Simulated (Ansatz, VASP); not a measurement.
**One calculation of Ge2Pd, two programs**

INCAR

```
SYSTEM = Ge2Pd
ALGO = Normal
EDIFF = 1E-7
EDIFFG = -0.01
ENCUT = 600
GGA = PE
IBRION = 2
ISIF = 3
ISMEAR = 0
LASPH = .True.
LCHARG = .False.
LREAL = .False.
LWAVE = .False.
NELM = 100
NSW = 100
PREC = Accurate
SIGMA = 0.1
```

File KPOINTS:

```
k-points
0
Gamma
  18 18 6
  0 0 0
```

File POSCAR:

```
Ge2Pd
1.0
    2.8315591489      0.0000000000      0.0000000000
   -1.4157795744      2.4522021552      0.0000000000
    0.0000000000      0.0000000000      7.8740572007
Ge Pd
2 1
Direct
    0.0000000000      0.0000000000      0.3181300742
    0.0000000000      0.0000000000      0.6818699258
    0.0000000000      0.0000000000      0.0000000000
```

Input for Ansatz:

```yaml
crystal:
  lattice:
    - [2.8315591489, 0.0, 0.0]
    - [-1.4157795744, 2.4522021552, 0.0]
    - [0.0, 0.0, 7.8740572007]
  atoms:
    - { symbol: Ge, position: [0.0, 0.0, 0.3181300742] }
    - { symbol: Ge, position: [0.0, 0.0, 0.6818699258] }
    - { symbol: Pd, position: [0.0, 0.0, 0.0] }
basis:
  ecutwfc: 420
kpoints:
  mp_grid: { grid: [18, 18, 6] }
hamiltonian:
  xc: pbe
scf:
  occupations: { method: gaussian, width: 0.1 }
output:
  forces: true
  stress: true
  eigenvalues: true
  write_density: true
  write_potential: true
  elf: true
  volumetric_format: npy
relax:
  adjacent_minimum: "off"
  f_tol: 0.01
  max_steps: 80
  cell: { stress_tol: 0.05 }
```

Alike in both runs: task relaxation of cell and atoms; functional PBE; k mesh 18 × 18 × 6; occupations gaussian, width 0.1 eV; no spin polarisation.

|  | VASP | Ansatz |
| --- | --- | --- |
| version | VASP 6.6.1 | Ansatz 0.2.0 |
| potentials or method | VASP PAW PBE potentials, release 64 (Ge_d, Pd), cutoff 600 eV | scalar-relativistic, plane waves, PAW |
| valence electrons in the cell | 38 | 46 |

|  | VASP | Ansatz | Ansatz less VASP |
| --- | --- | --- | --- |
| gap on the k mesh at the Fermi level, each at its own relaxed structure (eV) | none | none | - |
| relaxed volume (Å³/atom) | 18.28 | 18.28 | -0.003 |
| relaxed length of the cell vector where the two differ most in proportion (Å) | 7.870 | 7.869 | -0.0005 |

A gap of «none» marks a metal or a gap that the smearing closes. VASP's potentials hold 38 valence electrons a cell and Ansatz's 46, so a difference there can come from the potentials and not from the codes.
